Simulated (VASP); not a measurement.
# Hf (Fm-3m) in VASP: a series of runs

Runs on Hf. Level: PBEsol. Tasks: single point.

All numbers are computed with VASP 6.6.1; they aren't measurements. Logs are shortened: lines on timing, memory, paths and dates and some standing lists are left out, and cuts for length are marked.

## (1) The cell of the first run

Symmetry: Fm-3m, No. 225, cubic system. The conventional cell has a = 4.287 Å, b = 4.287 Å, c = 4.287 Å, α = 90.00°, β = 90.00°, γ = 90.00°. Hf (site symmetry m-3m) has 12 Hf at 3.03 Å within 4.0 Å.

## (2) Single point, PBEsol

Contents of INCAR:

```
ALGO = Normal
EDIFF = 1E-7
ENCUT = 520
GGA = PS
ISIF = 2
ISMEAR = -1
LASPH = True
LCHARG = True
LELF = True
LREAL = False
LVHAR = True
LWAVE = False
NBANDS = 11
NELM = 100
PREC = Accurate
SIGMA = 0.1
```

Contents of KPOINTS:

```
k-points
0
Gamma
  11 11 11
```

Contents of POSCAR:

```
Hf
1.0
    0.0000000000      2.1433864338      2.1433864338
    2.1433864338      0.0000000000      2.1433864338
    2.1433864338      2.1433864338      0.0000000000
Hf
1
Direct
    0.0000000000      0.0000000000      0.0000000000
```

Potentials or basis: VASP PAW PBE potentials, release 64 (Hf_pv).

Started as:

```bash
cat potpaw_PBE.64/Hf_pv/POTCAR > POTCAR
mpirun -np 1 vasp_std > vasp.out
```

OUTCAR:

```text
EDIFF = 1E-7
   ENCUT = 520
   GGA = PS
   ISIF = 2
   ISMEAR = -1
   LASPH = True
   LREAL = False
   NELM = 100
   PREC = Accurate

 ion  position               nearest neighbor table
   1  0.000  0.000  0.000-

  LATTYP: Found a face centered cubic cell.
 ALAT       =     4.2867728676

  Lattice vectors:

 A1 = (   0.0000000000,   2.1433864338,   2.1433864338)
 A2 = (   2.1433864338,   0.0000000000,   2.1433864338)
 A3 = (   2.1433864338,   2.1433864338,   0.0000000000)

Analysis of symmetry for initial positions (statically):
=====================================================================
 Subroutine PRICEL returns:
 Original cell was already a primitive cell.

 Routine SETGRP: Setting up the symmetry group for a
 face centered cubic supercell.

 Subroutine GETGRP returns: Found 48 space group operations
 (whereof 48 operations were pure point group operations)
 out of a pool of 48 trial point group operations.

The static configuration has the point symmetry O_h .

Analysis of symmetry for dynamics (positions and initial velocities):
=====================================================================
 Subroutine PRICEL returns:
 Original cell was already a primitive cell.

 Routine SETGRP: Setting up the symmetry group for a
 face centered cubic supercell.

 Subroutine GETGRP returns: Found 48 space group operations
 (whereof 48 operations were pure point group operations)
 out of a pool of 48 trial point group operations.

The dynamic configuration has the point symmetry O_h .

 Subroutine INISYM returns: Found 48 space group operations
 (whereof 48 operations are pure point group operations),
 and found     1 'primitive' translations

----------------------------------------------------------------------------------------

                                     Primitive cell

  volume of cell :      19.6939

  direct lattice vectors                    reciprocal lattice vectors
     0.000000000  2.143386434  2.143386434    -0.233275714  0.233275714  0.233275714
     2.143386434  0.000000000  2.143386434     0.233275714 -0.233275714  0.233275714
     2.143386434  2.143386434  0.000000000     0.233275714  0.233275714 -0.233275714

  length of vectors
     3.031206164  3.031206164  3.031206164     0.404045388  0.404045388  0.404045388

  position of ions in fractional coordinates (direct lattice)
     0.000000000  0.000000000  0.000000000

  ion indices of the primitive-cell ions
   primitive index   ion index
                 1           1

----------------------------------------------------------------------------------------

 KPOINTS: k-points

Automatic generation of k-mesh.
 Grid dimensions read from file:
 generate k-points for:   11   11   11

 Generating k-lattice:

  Cartesian coordinates                     Fractional coordinates (reciprocal lattice)
    -0.021206883  0.021206883  0.021206883     0.090909091  0.000000000  0.000000000
     0.021206883 -0.021206883  0.021206883     0.000000000  0.090909091  0.000000000
     0.021206883  0.021206883 -0.021206883     0.000000000  0.000000000  0.090909091

  Length of vectors
     0.036731399  0.036731399  0.036731399

  Shift w.r.t. Gamma in fractional coordinates (k-lattice)
     0.000000000  0.000000000  0.000000000

 Subroutine IBZKPT returns following result:
 ===========================================

 Found     56 irreducible k-points:

 Following reciprocal coordinates:
            Coordinates               Weight
  0.000000  0.000000  0.000000      1.000000
  0.090909  0.000000  0.000000      8.000000
  0.181818  0.000000  0.000000      8.000000
  0.272727  0.000000  0.000000      8.000000
  0.363636  0.000000  0.000000      8.000000
  0.454545  0.000000  0.000000      8.000000
[... 16 lines left out ...]
 -0.272727  0.181818  0.000000     24.000000
 -0.181818  0.181818  0.000000     12.000000
 [... further k-points ...]
   k-points           NKPTS =     56   k-points in BZ     NKDIM =     56   number of bands    NBANDS=     11
   number of dos      NEDOS =    301   number of ions     NIONS =      1
   total plane-waves  NPLWV =  13824
   dimension x,y,z NGX =    24 NGY =   24 NGZ =   24
   dimension x,y,z NGXF=    48 NGYF=   48 NGZF=   48
   ions per type =               1
   NGX,Y,Z   is equivalent  to a cutoff of  13.16, 13.16, 13.16 a.u.
   NGXF,Y,Z  is equivalent  to a cutoff of  26.33, 26.33, 26.33 a.u.
 SYSTEM =  unknown system
   PREC   = accura    normal or accurate (medium, high low for compatibility)
   ISTART =      0    job   : 0-new  1-cont  2-samecut
   ICHARG =      2    charge: 1-file 2-atom 10-const
   ISPIN  =      1    spin polarized calculation?
   LNONCOLLINEAR =      F non collinear calculations
   LSORBIT =      F    spin-orbit coupling
   LASPH  =      T    aspherical Exc in radial PAW
   ENCUT  =  520.0 eV  38.22 Ry    6.18 a.u.   5.64  5.64  5.64*2*pi/ulx,y,z
   NELM   =    100;   NELMIN=  2; NELMDL= -5     # of ELM steps
   EDIFF  = 0.1E-06   stopping-criterion for ELM
   LREAL  =      F    real-space projection
   EDIFFG = 0.1E-05   stopping-criterion for IOM
   NSW    =      0    number of steps for IOM
   IBRION =     -1    ionic relax: 0-MD 1-quasi-New 2-CG
   NFREE  =      0    steps in history (QN), initial steepest desc. (CG)
   ISIF   =      2    stress and relaxation
   ISYM   =      2    0-nonsym 1-usesym 2-fastsym
   POTIM  = 0.5000    time-step for ionic-motion
   TEBEG  =    0.0;   TEEND  =   0.0 temperature during run
   PSTRESS=    0.0 pullay stress
   NELECT =      10.0000    total number of electrons
   NUPDOWN=      -1.0000    fix difference up-down
   EMIN   =  10.00;   EMAX   =-10.00  energy-range for DOS
   EFERMI =   0.00;   METHOD = LEGACY
   ISMEAR =    -1;   SIGMA  =   0.10  broadening in eV -4-tet -1-fermi 0-gaus
   EFERMI_NEDOS =   21; number of points for ismear=-14 and -15
   IALGO  =     38    algorithm
   IMIX   =      4    mixing-type and parameters
     AMIX     =   0.40;   BMIX     =  1.00
     AMIX_MAG =   1.60;   BMIX_MAG =  1.00
  volume/ion in A,a.u.               =      19.69       132.90
  Fermi-wavevector in a.u.,A,eV,Ry     =   1.306064  2.468102 23.208850  1.705802
  Thomas-Fermi vector in A             =   2.436891
   LORBIT       =      0    0 simple, 1 ext, 2 COOP (PROOUT), +10 PAW based schemes
   GGA     = PS    functional components
   LHFCALC =     F    Hartree Fock is set to
   AEXX    =    0.0000 exact exchange contribution
   IVDW    =     0    specifies the selected vdW correction
   LEPSILON=     F    determine dielectric tensor
   LRPA    =     F    only Hartree local field effects (RPA)
 non-spin polarized calculation
  energy-cutoff  :      520.00
  volume of cell :       19.69
 maximum number of plane-waves:       538
   NGX = 11   NGY = 11   NGZ = 11

 number of electron      10.0000000 magnetization

 number of electron       9.9999999 magnetization

 Free energy of the ion-electron system (eV)
  ---------------------------------------------------
  ext. energy  EPLUGINS =         0.00000000
  ---------------------------------------------------
  free energy    TOTEN  =       -10.40199069 eV

  energy without entropy =      -10.36603532  energy(sigma->0) =      -10.38401300

 E-fermi :   5.5033     XC(G=0): -11.9890

 val. band max:        5.4697815306   @ k =  -0.2727   0.4545   0.1818
 cond. band min:       5.5138670389   @ k =   0.2727   0.0000   0.0000
 fundamental gap:      0.0440855084
 Fermi energy:         5.5032624881

 k-point     1 :       0.0000    0.0000    0.0000
  band No.  band energies     occupation
      1     -23.9910      2.00000
      2     -23.9910      2.00000
      3     -23.9910      2.00000
      4      -2.1396      2.00000
      5       6.9277      0.00000
      6       6.9277      0.00000
      7       6.9277      0.00000
      8      10.2009      0.00000
      9      10.2009      0.00000
     10      17.3010      0.00000
     11      18.9822      0.00000

 k-point     2 :       0.0909    0.0000    0.0000
  band No.  band energies     occupation
      1     -24.0990      2.00000
      2     -24.0041      2.00000
      3     -24.0041      2.00000
      4      -1.8038      2.00000
      5       6.5994      0.00003
      6       7.0837      0.00000
      7       7.0837      0.00000
      8      10.0217      0.00000
      9      10.0217      0.00000
     10      18.0262      0.00000
     11      18.9806      0.00000

 k-point     3 :       0.1818    0.0000    0.0000
  band No.  band energies     occupation
      1     -24.3801      2.00000
      2     -24.0389      2.00000
      3     -24.0389      2.00000
      4      -0.8948      2.00000
      5       5.9373      0.02574
      6       7.3551      0.00000
      7       7.3551      0.00000
      8       9.8436      0.00000
      9       9.8436      0.00000
     10      18.4975      0.00000
     11      18.9894      0.00000

 k-point     4 :       0.2727    0.0000    0.0000
  band No.  band energies     occupation
      1     -24.7308      2.00000
      2     -24.0841      2.00000
      3     -24.0841      2.00000
      4       0.2650      2.00000
      5       5.5139      0.94703
      6       7.2647      0.00000
      7       7.2647      0.00000
      8      10.3823      0.00000
      9      10.3823      0.00000
     10      17.2136      0.00000
     11      18.9831      0.00000
[... 239 lines left out ...]
 k-point    22 :      -0.3636    0.1818    0.0000
  band No.  band energies     occupation
      1     -25.0583      2.00000
      2     -24.4310      2.00000
      3     -24.1818      2.00000
      4       2.5422      2.00000
      5       5.0572      1.97715
      6       5.9641      0.01973
      7       7.6515      0.00000
      8      11.2070      0.00000
      9      13.8590      0.00000
     10      16.6355      0.00000
     11      19.0014      0.00000

 k-point    23 :      -0.2727    0.1818    0.0000
  band No.  band energies     occupation
      1     -24.8981      2.00000
      2     -24.3927      2.00000
      3     -24.1248      2.00000
      4       1.9870      2.00000
      5       5.1145      1.95983
      6       5.8589      0.05553
      7       7.8835      0.00000
      8       9.7091      0.00000
      9      13.3935      0.00000
     10      18.1374      0.00000
     11      19.0195      0.00000

 k-point    24 :      -0.1818    0.1818    0.0000
  band No.  band energies     occupation
      1     -24.6975      2.00000
      2     -24.2827      2.00000
      3     -24.0716      2.00000
      4       0.8509      2.00000
      5       5.1565      1.93951
      6       6.6110      0.00003
      7       8.3585      0.00000
      8       8.4915      0.00000
      9      12.0228      0.00000
     10      18.9151      0.00000
     11      19.2212      0.00000

 [... further k-points ...]

------------------------ aborting loop because EDIFF is reached ----------------------------------------

  FORCE on cell =-STRESS in cart. coord.  units (eV):
  Direction    XX          YY          ZZ          XY          YZ          ZX
  --------------------------------------------------------------------------------------
  -------------------------------------------------------------------------------------
  Total        1.3666337      1.3666337      1.3666337      0.0000000      0.0000000      0.0000000
  in kB      111.1811833    111.1811833    111.1811833      0.0000000      0.0000000      0.0000000
  external PRESSURE =     111.1811833 kB  Pullay stress =       0.0000000 kB

 VOLUME and BASIS-vectors are now :
 -----------------------------------------------------------------------------
  energy-cutoff  :      520.00
  volume of cell :       19.69
      direct lattice vectors                 reciprocal lattice vectors
     0.000000000  2.143386434  2.143386434    -0.233275714  0.233275714  0.233275714
     2.143386434  0.000000000  2.143386434     0.233275714 -0.233275714  0.233275714
     2.143386434  2.143386434  0.000000000     0.233275714  0.233275714 -0.233275714

 POSITION                                       TOTAL-FORCE (eV/Angst)
 -----------------------------------------------------------------------------------
      0.00000      0.00000      0.00000         0.000000      0.000000      0.000000
 -----------------------------------------------------------------------------------
    total drift:                               -0.000000      0.000000      0.000000

  FREE ENERGIE OF THE ION-ELECTRON SYSTEM (eV)
  ---------------------------------------------------
  free  energy   TOTEN  =       -10.4019906906 eV

  energy  without entropy=      -10.3660353165  energy(sigma->0) =      -10.38401300
```

Wall time 22 s (1 thread of Intel Xeon 8259CL, shared host); peak memory 0.11 GiB.

Results:

```yaml
Free_energy: -10.4020 eV
Pressure: 11.1 GPa
Band_gap_on_the_k_mesh: zero (band 5 reaches 6.93 eV, above the bottom of band 6 at 5.10 eV)
```

Caveat: the PAW data sets were made with another functional, which shifts forces and pressure a little; spin-orbit coupling is left out, which moves the levels of the heavy elements.

## (3) Single point, PBEsol

This run uses another cell than the first one, of 20.24 Å³/atom, 1.028 times its volume.

Contents of INCAR:

```
SYSTEM = Hf
PREC = Accurate
ENCUT = 520
EDIFF = 1E-6
ISMEAR = -1
SIGMA = 0.1
LREAL = .FALSE.
LASPH = .TRUE.
NELM = 80
ALGO = Normal
ISIF = 2
LWAVE = .FALSE.
LCHARG = .FALSE.
GGA = PS
NBANDS = 11
```

Contents of KPOINTS:

```
Automatic mesh
0
G
  11 11 11
  0 0 0
```

Contents of POSCAR:

```
Hf
1.0
    0.0000000000      2.1630516280      2.1630516280
    2.1630516280      0.0000000000      2.1630516280
    2.1630516280      2.1630516280      0.0000000000
Hf
1
Direct
    0.0000000000      0.0000000000      0.0000000000
```

Potentials or basis: VASP PAW PBE potentials, release 64 (Hf_pv).

Started as:

```bash
cat potpaw_PBE.64/Hf_pv/POTCAR > POTCAR
mpirun -np 1 vasp_std > vasp.out
```

Run time: 19 s. Hardware: 1 thread of Intel Xeon 8259CL, shared host; peak memory 0.11 GiB.

It converged, with:

```
Free energy            : -10.4333 eV
Pressure               : 7.3 GPa
Band gap on the k mesh : zero (band 5 reaches 6.72 eV, above the bottom of band 6 at 4.91 eV)
```

Levels at points of the mesh, in eV from the Fermi level:
| k point | band 2 | band 3 | band 4 | band 5 | band 6 | band 7 | band 8 | band 9 |
| --- | --- | --- | --- | --- | --- | --- | --- | --- |
| (0.00, 0.00, 0.00) | -29.60 | -29.60 | -7.56 | 1.42 | 1.42 | 1.42 | 4.58 | 4.58 |

Caveat: the PAW data sets were made with another functional, which shifts forces and pressure a little; spin-orbit coupling is left out, which moves the levels of the heavy elements.
